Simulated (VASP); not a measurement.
# SiC (P6_3mc) in VASP: further runs

The runs below take SiC through single point, with HSE06, PBE-based screened hybrid with 35 % exact exchange.

All numbers are computed with VASP 6.6.1; they aren't measurements. Logs are shortened: lines on timing, memory, paths and dates and some standing lists are left out, and cuts for length are marked.

## (1) The cell of the first run

It takes space group P6_3mc (No. 186, hexagonal). The conventional cell has a = 3.076 Å, b = 3.076 Å, c = 5.048 Å, α = 90.00°, β = 90.00°, γ = 120.00°. Within 2.5 Å of Si (site symmetry 3m) lie 4 C at 1.87 to 1.94 Å. Within 2.5 Å of C (site symmetry 3m) lie 4 Si at 1.87 to 1.94 Å.

## (2) Single point, HSE06

POSCAR reads:

```
SiC
1.0
    3.0760000000      0.0000000000      0.0000000000
   -1.5380000000      2.6638941420      0.0000000000
    0.0000000000      0.0000000000      5.0480000000
Si C
2 2
Direct
    0.6666666667      0.3333333333      0.5000000000
    0.3333333333      0.6666666667      0.0000000000
    0.6666666667      0.3333333333      0.8850000000
    0.3333333333      0.6666666667      0.3850000000
```

INCAR.step1 reads:

```
PREC = Accurate
ENCUT = 520
EDIFF = 1E-5
ISMEAR = 1
SIGMA = 0.05
LREAL = F
LASPH = T
NELM = 60
ALGO = Normal
ISIF = 2
LWAVE = T
LCHARG = F
GGA = PE
NBANDS = 16
```

INCAR.step2 reads:

```
PREC = Accurate
ENCUT = 520
EDIFF = 1E-6
ISMEAR = 1
SIGMA = 0.05
LREAL = F
LASPH = T
NELM = 60
ALGO = Normal
ISIF = 2
LWAVE = F
LCHARG = F
GGA = PE
LHFCALC = T
HFSCREEN = 0.2079
PRECFOCK = Normal
ISTART = 1
NBANDS = 16
```

KPOINTS reads:

```
Automatic mesh
0
Gamma
  5 5 3
```

Potentials or basis: VASP PAW PBE potentials, release 64 (Si, C).

Command:

```console
cat potpaw_PBE.64/Si/POTCAR potpaw_PBE.64/C/POTCAR > POTCAR
cp INCAR.step1 INCAR
mpirun -np 1 vasp_std > vasp.out
cp INCAR.step2 INCAR
mpirun -np 1 vasp_std > vasp.out
```

OUTCAR:

```text
PREC = Accurate
   ENCUT = 520
   EDIFF = 1E-6
   ISMEAR = 1
   LREAL = F
   LASPH = T
   NELM = 60
   ISIF = 2
   GGA = PE
   LHFCALC = T
   HFSCREEN = 0.2079
   PRECFOCK = Normal
   ISTART = 1

 ion  position               nearest neighbor table
   1  0.667  0.333  0.500-   4 1.87   4 1.87   4 1.87   3 1.94   2 3.09   2 3.09   2 3.09   2 3.09
                             2 3.09   2 3.09
   2  0.333  0.667  0.000-   3 1.87   3 1.87   3 1.87   4 1.94   1 3.09   1 3.09   1 3.09   1 3.09
                             1 3.09   1 3.09
   3  0.667  0.333  0.885-   2 1.87   2 1.87   2 1.87   1 1.94
   4  0.333  0.667  0.385-   1 1.87   1 1.87   1 1.87   2 1.94

  LATTYP: Found a hexagonal cell.
 ALAT       =     3.0760000000
 C/A-ratio  =     1.6410923277

  Lattice vectors:

 A1 = (   3.0760000000,   0.0000000000,   0.0000000000)
 A2 = (  -1.5380000000,   2.6638941420,   0.0000000000)
 A3 = (   0.0000000000,   0.0000000000,   5.0480000000)

Analysis of symmetry for initial positions (statically):
=====================================================================
 Subroutine PRICEL returns:
 Original cell was already a primitive cell.

 Routine SETGRP: Setting up the symmetry group for a
 hexagonal supercell.

 Subroutine GETGRP returns: Found 12 space group operations
 (whereof  6 operations were pure point group operations)
 out of a pool of 24 trial point group operations.

The static configuration has the point symmetry C_3v.
 The point group associated with its full space group is C_6v.

Analysis of symmetry for dynamics (positions and initial velocities):
=====================================================================
 Subroutine PRICEL returns:
 Original cell was already a primitive cell.

 Routine SETGRP: Setting up the symmetry group for a
 hexagonal supercell.

 Subroutine GETGRP returns: Found 12 space group operations
 (whereof  6 operations were pure point group operations)
 out of a pool of 24 trial point group operations.

The dynamic configuration has the point symmetry C_3v.
 The point group associated with its full space group is C_6v.

 Subroutine INISYM returns: Found 12 space group operations
 (whereof  6 operations are pure point group operations),
 and found     1 'primitive' translations

----------------------------------------------------------------------------------------

                                     Primitive cell

  volume of cell :      41.3640

  direct lattice vectors                    reciprocal lattice vectors
     3.076000000  0.000000000  0.000000000     0.325097529  0.187695146  0.000000000
    -1.538000000  2.663894142  0.000000000     0.000000000  0.375390292  0.000000000
     0.000000000  0.000000000  5.048000000     0.000000000  0.000000000  0.198098257

  length of vectors
     3.076000000  3.076000000  5.048000000     0.375390292  0.375390292  0.198098257

  position of ions in fractional coordinates (direct lattice)
     0.666666667  0.333333333  0.500000000
     0.333333333  0.666666667  0.000000000
     0.666666667  0.333333333  0.885000000
     0.333333333  0.666666667  0.385000000

  ion indices of the primitive-cell ions
   primitive index   ion index
                 1           1
                 2           2
                 3           3
                 4           4

----------------------------------------------------------------------------------------

 KPOINTS: Automatic mesh

Automatic generation of k-mesh.
 Grid dimensions read from file:
 generate k-points for:    5    5    3

 Generating k-lattice:

  Cartesian coordinates                     Fractional coordinates (reciprocal lattice)
     0.065019506  0.037539029  0.000000000     0.200000000  0.000000000  0.000000000
     0.000000000  0.075078058  0.000000000     0.000000000  0.200000000  0.000000000
     0.000000000  0.000000000  0.066032752     0.000000000  0.000000000  0.333333333

  Length of vectors
     0.075078058  0.075078058  0.066032752

  Shift w.r.t. Gamma in fractional coordinates (k-lattice)
     0.000000000  0.000000000  0.000000000

 Subroutine IBZKPT returns following result:
 ===========================================

 Found     10 irreducible k-points:

 Following reciprocal coordinates:
            Coordinates               Weight
  0.000000  0.000000  0.000000      1.000000
  0.200000 -0.000000  0.000000      6.000000
  0.400000 -0.000000  0.000000      6.000000
  0.200000  0.200000  0.000000      6.000000
  0.400000  0.200000  0.000000      6.000000
  0.000000  0.000000  0.333333      2.000000
  0.200000 -0.000000  0.333333     12.000000
  0.400000 -0.000000  0.333333     12.000000
  0.200000  0.200000  0.333333     12.000000
  0.400000  0.200000  0.333333     12.000000
   k-points           NKPTS =     10   k-points in BZ     NKDIM =     75   number of bands    NBANDS=     16
   number of dos      NEDOS =    301   number of ions     NIONS =      4
   total plane-waves  NPLWV =  23040
   dimension x,y,z NGX =    24 NGY =   24 NGZ =   40
   dimension x,y,z NGXF=    48 NGYF=   48 NGZF=   80
   ions per type =               2   2
   NGX,Y,Z   is equivalent  to a cutoff of  12.97, 12.97, 13.17 a.u.
   NGXF,Y,Z  is equivalent  to a cutoff of  25.94, 25.94, 26.35 a.u.
 SYSTEM =  unknown system
   PREC   = accura    normal or accurate (medium, high low for compatibility)
   ISTART =      1    job   : 0-new  1-cont  2-samecut
   ICHARG =      0    charge: 1-file 2-atom 10-const
   ISPIN  =      1    spin polarized calculation?
   LNONCOLLINEAR =      F non collinear calculations
   LSORBIT =      F    spin-orbit coupling
   LASPH  =      T    aspherical Exc in radial PAW
   ENCUT  =  520.0 eV  38.22 Ry    6.18 a.u.   5.72  5.72  9.39*2*pi/ulx,y,z
   NELM   =     60;   NELMIN=  2; NELMDL=  0     # of ELM steps
   EDIFF  = 0.1E-05   stopping-criterion for ELM
   LREAL  =      F    real-space projection
   EDIFFG = 0.1E-04   stopping-criterion for IOM
   NSW    =      0    number of steps for IOM
   IBRION =     -1    ionic relax: 0-MD 1-quasi-New 2-CG
   NFREE  =      0    steps in history (QN), initial steepest desc. (CG)
   ISIF   =      2    stress and relaxation
   ISYM   =      3    0-nonsym 1-usesym 2-fastsym
   POTIM  = 0.5000    time-step for ionic-motion
   TEBEG  =    0.0;   TEEND  =   0.0 temperature during run
   PSTRESS=    0.0 pullay stress
   NELECT =      16.0000    total number of electrons
   NUPDOWN=      -1.0000    fix difference up-down
   EMIN   =  10.00;   EMAX   =-10.00  energy-range for DOS
   EFERMI =   0.00;   METHOD = LEGACY
   ISMEAR =     1;   SIGMA  =   0.05  broadening in eV -4-tet -1-fermi 0-gaus
   EFERMI_NEDOS =   21; number of points for ismear=-14 and -15
   IALGO  =     38    algorithm
   IMIX   =      1    mixing-type and parameters
     AMIX     =   0.40;   BMIX     =  1.00
     AMIX_MAG =   1.60;   BMIX_MAG =  1.00
  volume/ion in A,a.u.               =      10.34        69.78
  Fermi-wavevector in a.u.,A,eV,Ry     =   1.192817  2.254098 19.358549  1.422813
  Thomas-Fermi vector in A             =   2.328847
   LORBIT       =      0    0 simple, 1 ext, 2 COOP (PROOUT), +10 PAW based schemes
   GGA     = PE    functional components
   LHFCALC =     T    Hartree Fock is set to
   PRECFOCK=normal    Normal, Fast or Accurate (Low or Medium for compatibility)
   ENCUT4O =  -1.0   cutoff for four orbital integrals eV
   NKREDX  =     1    reduce k-point grid by
   NKREDY  =     1    reduce k-point grid by
   NKREDZ  =     1    reduce k-point grid by
   AEXX    =    0.2500 exact exchange contribution
   HFSCREEN=    0.2079 screening length (either q_TF or 0.3 A-1)
   HFSCREENC=   0.2079 screening length for correlation (either q_TF or 0.3 A-1)
   ENCUTFOCK=  -1.0 apply spherical cutoff to Coloumb kernel
   IVDW    =     0    specifies the selected vdW correction
   LEPSILON=     F    determine dielectric tensor
   LRPA    =     F    only Hartree local field effects (RPA)
 non-spin polarized calculation
 Methfessel and Paxton  Order N= 1 SIGMA  =   0.05
  energy-cutoff  :      520.00
  volume of cell :       41.36
 maximum number of plane-waves:      1118
 NGX is ok and might be reduce to    24
  NGX = 18; NGY = 18; NGZ = 30

 number of electron      16.0000000 magnetization

 Free energy of the ion-electron system (eV)
  ---------------------------------------------------
  ext. energy  EPLUGINS =         0.00000000
  ---------------------------------------------------
  free energy    TOTEN  =       -34.76635791 eV

  energy without entropy =      -34.76639656  energy(sigma->0) =      -34.76637079

 E-fermi :   7.8929     XC(G=0):  -9.3476

 val. band max:        7.8508188465   @ k =   0.0000   0.0000   0.0000
 cond. band min:      11.6100727264   @ k =   0.4000  -0.0000   0.0000
 fundamental gap:      3.7592538799
 Fermi energy:         7.8929129581

 k-point     1 :       0.0000    0.0000    0.0000
  band No.  band energies     occupation
      1      -9.5090      2.00000
      2      -5.7291      2.00000
      3      -1.6981      2.00000
      4       6.1045      2.00000
      5       6.1045      2.00000
      6       7.5271      2.00000
[... 8 lines left out ...]
     15      17.9153      0.00000
     16      20.8432      0.00000

 k-point     2 :       0.2000   -0.0000    0.0000
  band No.  band energies     occupation
      1      -8.7613      2.00000
      2      -5.1039      2.00000
      3      -1.0073      2.00000
      4       3.0617      2.00000
      5       5.1387      2.00000
      6       5.2302      2.00000
[... 8 lines left out ...]
     15      18.6823      0.00000
     16      19.2476      0.00000

 k-point     3 :       0.4000   -0.0000    0.0000
  band No.  band energies     occupation
      1      -6.7166      2.00000
      2      -4.0267      2.00000
      3      -0.8713      2.00000
      4       1.1994      2.00000
      5       1.6554      2.00000
      6       4.0782      2.00000
[... 8 lines left out ...]
     15      20.3123      0.00000
     16      21.3012      0.00000
[... 96 lines left out ...]
 k-point     9 :       0.2000    0.2000    0.3333
  band No.  band energies     occupation
      1      -6.7948      2.00000
      2      -5.3275      2.00000
      3       0.3237      2.00000
      4       1.6302      2.00000
      5       3.2718      2.00000
      6       3.3779      2.00000
[... 8 lines left out ...]
     15      18.6455      0.00000
     16      20.5330      0.00000

 k-point    10 :       0.4000    0.2000    0.3333
  band No.  band energies     occupation
      1      -5.0068      2.00000
      2      -4.3218      2.00000
      3      -1.1725      2.00000
      4      -0.4457      2.00000
      5       1.9099      2.00000
      6       3.2472      2.00000
[... 8 lines left out ...]
     15      21.3907      0.00000
     16      22.0819      0.00000

------------------------ aborting loop because EDIFF is reached ----------------------------------------

  FORCE on cell =-STRESS in cart. coord.  units (eV):
  Direction    XX          YY          ZZ          XY          YZ          ZX
  --------------------------------------------------------------------------------------
  -------------------------------------------------------------------------------------
  Total        0.0740769      0.0740769     -1.2012370      0.0000000      0.0000000      0.0000000
  in kB        2.8692643      2.8692643    -46.5282431      0.0000000      0.0000000      0.0000000
  external PRESSURE =     -13.5965715 kB  Pullay stress =       0.0000000 kB

 VOLUME and BASIS-vectors are now :
 -----------------------------------------------------------------------------
  energy-cutoff  :      520.00
  volume of cell :       41.36
      direct lattice vectors                 reciprocal lattice vectors
     3.076000000  0.000000000  0.000000000     0.325097529  0.187695146  0.000000000
    -1.538000000  2.663894142  0.000000000     0.000000000  0.375390292  0.000000000
     0.000000000  0.000000000  5.048000000     0.000000000  0.000000000  0.198098257

 POSITION                                       TOTAL-FORCE (eV/Angst)
 -----------------------------------------------------------------------------------
      1.53800      0.88796      2.52400         0.000000      0.000000      0.760803
     -0.00000      1.77593      0.00000         0.000000      0.000000      0.760803
      1.53800      0.88796      4.46748        -0.000000     -0.000000     -0.760803
     -0.00000      1.77593      1.94348        -0.000000      0.000000     -0.760803
 -----------------------------------------------------------------------------------
    total drift:                                0.000000      0.000000     -0.000170

  FREE ENERGIE OF THE ION-ELECTRON SYSTEM (eV)
  ---------------------------------------------------
  free  energy   TOTEN  =       -34.7663579067 eV

  energy  without entropy=      -34.7663965594  energy(sigma->0) =      -34.76637079
```

Wall time 4.3 min (1 thread of Intel Xeon 6975P-C (Granite Rapids), shared host); peak memory 0.24 GiB.

Results:

```yaml
Free_energy: -34.7664 eV
Pressure: -1.4 GPa
Largest_force: 0.761 eV/Å
Band_gap_on_the_k_mesh: 3.76 eV (least direct gap 5.31 eV)
```

Forces on the atoms (eV/Å):
```
Si   0.000  0.000  0.761
Si   0.000  0.000  0.761
C    0.000  0.000 -0.761
C    0.000  0.000 -0.761
```

Stress tensor (GPa, compression positive):
```
 0.29  0.00  0.00
 0.00  0.29  0.00
 0.00  0.00 -4.65
```

Levels at points of the mesh, in eV from the valence-band top:
```csv
k point,band 6,band 7,band 8,band 9,band 10,band 11
"(0.00, 0.00, 0.00)",-0.32,-0.32,0.00,5.76,7.26,7.69
```

Caveat: the k points lie up to 0.47 Å⁻¹ apart; the PAW data sets were made with another functional, which shifts forces and pressure a little. A k mesh can miss the band edges.

(Continued in part 2 of 2.)
